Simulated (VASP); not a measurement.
# Sc12Pd in VASP: single point with LDA

Aim: the single point of Sc12Pd with LDA.

All numbers are computed with VASP 6.6.1; they aren't measurements. Logs are shortened: lines on timing, memory, paths and dates and some standing lists are left out, and cuts for length are marked.

### Step 1. The cell of the first run

The cell holds a slab with vacuum, 13 atoms: a = 6.620 Å, b = 6.620 Å, c = 18.276 Å, α = 90.00°, β = 90.00°, γ = 60.00°.

### Step 2. Single point, LDA

Input file INCAR:

```
PREC     = Accurate       # precision mode
ENCUT    = 520            # plane-wave cutoff, eV
EDIFF    = 1E-6           # SCF threshold, eV
ISMEAR   = -1             # smearing method
SIGMA    = 0.15           # smearing width, eV
LREAL    = F              # projectors in reciprocal space
LASPH    = T              # aspherical terms in the spheres
NELM     = 100            # most SCF steps
ALGO     = Normal         # electronic algorithm
ISIF     = 2              # what is computed and relaxed
LWAVE    = F              # write WAVECAR
LCHARG   = F              # write CHGCAR
NBANDS   = 83             # bands
```

Input file KPOINTS:

```
Automatic mesh
0
Gamma
  3 3 1
```

Input file POSCAR:

```
Sc12Pd
1.0
    6.6200000000      0.0000000000      0.0000000000
    3.3100000000      5.7330880000      0.0000000000
    0.0000000000      0.0000000000     18.2761400000
Sc Pd
12 1
Direct
    0.0000000000      0.0000000000      0.0547160943
    0.5000000000      0.0000000000      0.0547160943
    0.0000000000      0.5000000000      0.0547160943
    0.5000000000      0.5000000000      0.0547160943
   -0.1666740115      0.3333362404      0.1855590404
    0.3350309595      0.3299347577      0.1851422675
   -0.1700777536      0.8350337549      0.1851340053
    0.3350425223      0.8350354992      0.1851342789
    0.0056875530     -0.0113790334      0.3184588759
    0.5000051159     -0.0000087213      0.3218716863
    0.0057016823      0.5057229193      0.3184689437
    0.4885703901      0.5057232682      0.3184747436
    0.1666098269      0.6667492283      0.4132860659
```

Potentials or basis: VASP PAW LDA potentials, release 64 (Sc_sv, Pd).

Run with:

```console
$ cat potpaw_LDA.64/Sc_sv/POTCAR potpaw_LDA.64/Pd/POTCAR > POTCAR
$ mpirun -np 1 vasp_std > vasp.out
```

OUTCAR:

```text
PREC = Accurate
   ENCUT = 520
   EDIFF = 1E-6
   ISMEAR = -1
   LREAL = F
   LASPH = T
   NELM = 100
   ISIF = 2

 ion  position               nearest neighbor table
   1  0.000  0.000  0.055-   5 3.06   8 3.06   7 3.06   3 3.31   3 3.31   4 3.31   4 3.31   2 3.31
                             2 3.31
   2  0.500  0.000  0.055-   7 3.04   8 3.04   6 3.04   4 3.31   3 3.31   4 3.31   3 3.31   1 3.31
                             1 3.31
   3  0.000  0.500  0.055-   5 3.06   7 3.06   6 3.06   1 3.31   1 3.31   2 3.31   2 3.31   4 3.31
                             4 3.31
   4  0.500  0.500  0.055-   5 3.06   8 3.06   6 3.06   2 3.31   1 3.31   2 3.31   1 3.31   3 3.31
                             3 3.31
   5  0.833  0.333  0.186-   4 3.06   1 3.06   3 3.06   9 3.13  11 3.13  12 3.13   8 3.31   7 3.31
                             6 3.31   6 3.31   7 3.31   8 3.31
   6  0.335  0.330  0.185-   2 3.04   3 3.06   4 3.06  11 3.08  12 3.08  10 3.13   8 3.28   7 3.28
                             5 3.31   5 3.31   7 3.34   8 3.34
   7  0.830  0.835  0.185-   2 3.04   3 3.06   1 3.06   9 3.08  11 3.08  10 3.13   8 3.28   6 3.28
                             5 3.31   5 3.31   6 3.34   8 3.34
   8  0.335  0.835  0.185-   2 3.04   4 3.06   1 3.06   9 3.08  12 3.08  10 3.13   7 3.28   6 3.28
                             5 3.31   5 3.31   6 3.34   7 3.34
   9  0.006  0.989  0.318-  13 2.53   7 3.08   8 3.08   5 3.13  12 3.20  11 3.20  10 3.31  10 3.31
                            11 3.42  12 3.42
  10  0.500  1.000  0.322-   6 3.13   7 3.13   8 3.13  11 3.31  12 3.31   9 3.31   9 3.31  12 3.31
                            11 3.31
  11  0.006  0.506  0.318-  13 2.53   6 3.08   7 3.08   5 3.13  12 3.20   9 3.20  10 3.31  10 3.31
                             9 3.42  12 3.42
  12  0.489  0.506  0.318-  13 2.53   6 3.08   8 3.08   5 3.13  11 3.20   9 3.20  10 3.31  10 3.31
                             9 3.42  11 3.42
  13  0.167  0.667  0.413-   9 2.53  11 2.53  12 2.53

  LATTYP: Found a hexagonal cell.
 ALAT       =     6.6199998501
 C/A-ratio  =     2.7607462861

  Lattice vectors:

 A1 = (  -3.3100000000,  -5.7330880000,   0.0000000000)
 A2 = (   6.6200000000,   0.0000000000,   0.0000000000)
 A3 = (   0.0000000000,   0.0000000000,  18.2761400000)

Analysis of symmetry for initial positions (statically):
=====================================================================
 Subroutine PRICEL returns:
 Original cell was already a primitive cell.

 Routine SETGRP: Setting up the symmetry group for a
 hexagonal supercell.

 Subroutine GETGRP returns: Found  1 space group operations
 (whereof  1 operations were pure point group operations)
 out of a pool of 24 trial point group operations.

The static configuration has the point symmetry C_1 .

Analysis of symmetry for dynamics (positions and initial velocities):
=====================================================================
 Subroutine PRICEL returns:
 Original cell was already a primitive cell.

 Routine SETGRP: Setting up the symmetry group for a
 hexagonal supercell.

 Subroutine GETGRP returns: Found  1 space group operations
 (whereof  1 operations were pure point group operations)
 out of a pool of 24 trial point group operations.

The dynamic configuration has the point symmetry C_1 .

 Subroutine INISYM returns: Found  1 space group operations
 (whereof  1 operations are pure point group operations),
 and found     1 'primitive' translations

----------------------------------------------------------------------------------------

                                     Primitive cell

  volume of cell :     693.6351

  direct lattice vectors                    reciprocal lattice vectors
     6.620000000  0.000000000  0.000000000     0.151057402 -0.087213034  0.000000000
     3.310000000  5.733088000  0.000000000     0.000000000  0.174426068  0.000000000
     0.000000000  0.000000000 18.276140000     0.000000000  0.000000000  0.054716149

  length of vectors
     6.620000000  6.619999850 18.276140000     0.174426065  0.174426068  0.054716149

  position of ions in fractional coordinates (direct lattice)
     0.000000000  0.000000000  0.054716094
     0.500000000  0.000000000  0.054716094
     0.000000000  0.500000000  0.054716094
[... 30 lines left out ...]

Automatic generation of k-mesh.
 Grid dimensions read from file:
 generate k-points for:    3    3    1

 Generating k-lattice:

  Cartesian coordinates                     Fractional coordinates (reciprocal lattice)
     0.050352467 -0.029071011  0.000000000     0.333333333  0.000000000  0.000000000
     0.000000000  0.058142023  0.000000000     0.000000000  0.333333333  0.000000000
     0.000000000  0.000000000  0.054716149     0.000000000  0.000000000  1.000000000

  Length of vectors
     0.058142022  0.058142023  0.054716149

  Shift w.r.t. Gamma in fractional coordinates (k-lattice)
     0.000000000  0.000000000  0.000000000

 Subroutine IBZKPT returns following result:
 ===========================================

 Found      5 irreducible k-points:

 Following reciprocal coordinates:
            Coordinates               Weight
  0.000000  0.000000  0.000000      1.000000
  0.333333 -0.000000  0.000000      2.000000
  0.333333  0.333333  0.000000      2.000000
  0.000000  0.333333  0.000000      2.000000
 -0.333333  0.333333  0.000000      2.000000
   k-points           NKPTS =      5   k-points in BZ     NKDIM =      5   number of bands    NBANDS=     83
   number of dos      NEDOS =    301   number of ions     NIONS =     13
   total plane-waves  NPLWV = 350000
   dimension x,y,z NGX =    50 NGY =   50 NGZ =  140
   dimension x,y,z NGXF=   100 NGYF=  100 NGZF=  280
   ions per type =              12   1
   NGX,Y,Z   is equivalent  to a cutoff of  12.56, 12.56, 12.73 a.u.
   NGXF,Y,Z  is equivalent  to a cutoff of  25.11, 25.11, 25.47 a.u.
 SYSTEM =  unknown system
   PREC   = accura    normal or accurate (medium, high low for compatibility)
   ISTART =      0    job   : 0-new  1-cont  2-samecut
   ICHARG =      2    charge: 1-file 2-atom 10-const
   ISPIN  =      1    spin polarized calculation?
   LNONCOLLINEAR =      F non collinear calculations
   LSORBIT =      F    spin-orbit coupling
   LASPH  =      T    aspherical Exc in radial PAW
   ENCUT  =  520.0 eV  38.22 Ry    6.18 a.u.  12.31 12.31 33.98*2*pi/ulx,y,z
   NELM   =    100;   NELMIN=  2; NELMDL= -5     # of ELM steps
   EDIFF  = 0.1E-05   stopping-criterion for ELM
   LREAL  =      F    real-space projection
   EDIFFG = 0.1E-04   stopping-criterion for IOM
   NSW    =      0    number of steps for IOM
   IBRION =     -1    ionic relax: 0-MD 1-quasi-New 2-CG
   NFREE  =      0    steps in history (QN), initial steepest desc. (CG)
   ISIF   =      2    stress and relaxation
   ISYM   =      2    0-nonsym 1-usesym 2-fastsym
   POTIM  = 0.5000    time-step for ionic-motion
   TEBEG  =    0.0;   TEEND  =   0.0 temperature during run
   PSTRESS=    0.0 pullay stress
   NELECT =     142.0000    total number of electrons
   NUPDOWN=      -1.0000    fix difference up-down
   EMIN   =  10.00;   EMAX   =-10.00  energy-range for DOS
   EFERMI =   0.00;   METHOD = LEGACY
   ISMEAR =    -1;   SIGMA  =   0.15  broadening in eV -4-tet -1-fermi 0-gaus
   EFERMI_NEDOS =   21; number of points for ismear=-14 and -15
   IALGO  =     38    algorithm
   IMIX   =      4    mixing-type and parameters
     AMIX     =   0.40;   BMIX     =  1.00
     AMIX_MAG =   1.60;   BMIX_MAG =  1.00
  volume/ion in A,a.u.               =      53.36       360.07
  Fermi-wavevector in a.u.,A,eV,Ry     =   0.964852  1.823305 12.666193  0.930939
  Thomas-Fermi vector in A             =   2.094518
   LORBIT       =      0    0 simple, 1 ext, 2 COOP (PROOUT), +10 PAW based schemes
   GGA     = CA    functional components
   LHFCALC =     F    Hartree Fock is set to
   AEXX    =    0.0000 exact exchange contribution
   IVDW    =     0    specifies the selected vdW correction
   LEPSILON=     F    determine dielectric tensor
   LRPA    =     F    only Hartree local field effects (RPA)
 non-spin polarized calculation
  energy-cutoff  :      520.00
  volume of cell :      693.64
 maximum number of plane-waves:     18727
 NGX is ok and might be reduce to    50
   NGX = 25   NGY = 25   NGZ = 67

 number of electron     141.9999989 magnetization

 Free energy of the ion-electron system (eV)
  ---------------------------------------------------
  ext. energy  EPLUGINS =         0.00000000
  ---------------------------------------------------
  free energy    TOTEN  =       -82.08212772 eV

  energy without entropy =      -80.31986251  energy(sigma->0) =      -81.20099512

 E-fermi :  -0.3743     XC(G=0):  -5.5769

 val. band max:       -0.3896884988   @ k =   0.0000   0.3333   0.0000
 cond. band min:      -0.3737059986   @ k =  -0.3333   0.3333   0.0000
 fundamental gap:      0.0159825002
 Fermi energy:        -0.3742757639

 k-point     1 :       0.0000    0.0000    0.0000
  band No.  band energies     occupation
      1     -49.5614      2.00000
      2     -49.4272      2.00000
      3     -49.3924      2.00000
      4     -49.3924      2.00000
      5     -49.3817      2.00000
      6     -49.2437      2.00000
[... 419 lines left out ...]
     82       0.3063      0.02118
     83       0.3981      0.01154

------------------------ aborting loop because EDIFF is reached ----------------------------------------

  FORCE on cell =-STRESS in cart. coord.  units (eV):
  Direction    XX          YY          ZZ          XY          YZ          ZX
  --------------------------------------------------------------------------------------
  -------------------------------------------------------------------------------------
  Total       -7.3764441     -7.3743994      0.2176998      0.0002031     -0.0006965      0.0001210
  in kB      -17.0383118    -17.0335891      0.5028490      0.0004691     -0.0016089      0.0002795
  external PRESSURE =     -11.1896839 kB  Pullay stress =       0.0000000 kB

 VOLUME and BASIS-vectors are now :
 -----------------------------------------------------------------------------
  energy-cutoff  :      520.00
  volume of cell :      693.64
      direct lattice vectors                 reciprocal lattice vectors
     6.620000000  0.000000000  0.000000000     0.151057402 -0.087213034  0.000000000
     3.310000000  5.733088000  0.000000000     0.000000000  0.174426068  0.000000000
     0.000000000  0.000000000 18.276140000     0.000000000  0.000000000  0.054716149

 POSITION                                       TOTAL-FORCE (eV/Angst)
 -----------------------------------------------------------------------------------
      0.00000      0.00000      1.00000         0.000008      0.036812      0.008188
      3.31000      0.00000      1.00000        -0.000012      0.000115     -0.068935
      1.65500      2.86654      1.00000        -0.031931     -0.018455      0.008353
      4.96500      2.86654      1.00000         0.031882     -0.018432      0.008342
      6.61996      1.91105      3.39130         0.000059      0.000246      0.003769
      3.30999      1.89155      3.38369         0.000081      0.005837      0.000682
      8.25805      4.78732      3.38353         0.005428     -0.002927      0.001103
      4.98195      4.78733      3.38354        -0.005493     -0.003043      0.001223
      3.30999      5.66785      5.82020         0.000018      0.036219     -0.018576
      6.62000      5.73304      5.88257         0.000014      0.000201      0.008432
      1.71169      2.89935      5.82038        -0.031702     -0.018251     -0.018418
      4.90828      2.89936      5.82049         0.031616     -0.018181     -0.018618
      3.30990      3.82253      7.55327         0.000031     -0.000142      0.084455
 -----------------------------------------------------------------------------------
    total drift:                               -0.000002      0.000007      0.000276

  FREE ENERGIE OF THE ION-ELECTRON SYSTEM (eV)
  ---------------------------------------------------
  free  energy   TOTEN  =       -82.0821277242 eV

  energy  without entropy=      -80.3198625129  energy(sigma->0) =      -81.20099512
```

Run time: 20 min. Hardware: 1 thread of Intel Xeon Platinum 8259CL at 2.50GHz (Skylake/Cascade Lake), shared host; peak memory 0.65 GiB.

What came out:

```
Free energy            : -82.0821 eV
Largest force          : 0.084 eV/Å
Band gap on the k mesh : zero (bands 71 and 72 overlap by 0.12 eV)
```

Forces in eV/Å, atoms in the order of the input:
```
Sc   0.000  0.037  0.008
Sc   0.000  0.000 -0.069
Sc  -0.032 -0.018  0.008
Sc   0.032 -0.018  0.008
Sc   0.000  0.000  0.004
Sc   0.000  0.006  0.001
Sc   0.005 -0.003  0.001
Sc  -0.005 -0.003  0.001
Sc   0.000  0.036 -0.019
Sc   0.000  0.000  0.008
Sc  -0.032 -0.018 -0.018
Sc   0.032 -0.018 -0.019
Pd   0.000  0.000  0.084
```

Caveat: the k points lie up to 0.37 Å⁻¹ apart; there is no dipole correction, which matters where the two faces differ.
